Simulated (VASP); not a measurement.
Runs of VASP 6.6.1 on Rh. The structure is that of space group Fm-3m (No. 225), or close to it. The cells are those of the table. 

| cell | gap on the mesh (eV) | pressure (GPa) |
| --- | --- | --- |
| a = 2.745, b = 2.745, c = 2.781 Å, angles 59.6, 59.6, 60.9°, 1 atom | none | -11.6 |
| a = 2.655, b = 2.655, c = 2.600 Å, angles 60.7, 60.7, 58.6°, 1 atom | none | 26.2 |
| a = 2.726, b = 2.726, c = 2.744 Å, angles 59.8, 59.8, 60.4°, 1 atom | none | -6.3 |
| a = 2.672, b = 2.672, c = 2.636 Å, angles 60.4, 60.4, 59.1°, 1 atom | none | (a) |
| a = 2.763, b = 2.763, c = 2.817 Å, angles 59.4, 59.4, 61.3°, 1 atom | none | (b) |

Alike in all rows: task single point; level PBE; potentials or basis VASP PAW PBE potentials, release 64 (Rh_pv); no spin polarisation; k mesh 20 × 20 × 20; cutoff (eV) 520; smearing gaussian 0.15 eV.

Question: Fill in the values left out.

Answer: (a) 16.2; (b) -16.2.

A k mesh can miss the band edges, and the runs leave out spin-orbit coupling on Rh.

A gap of «none» marks levels without a gap at the run's occupations.
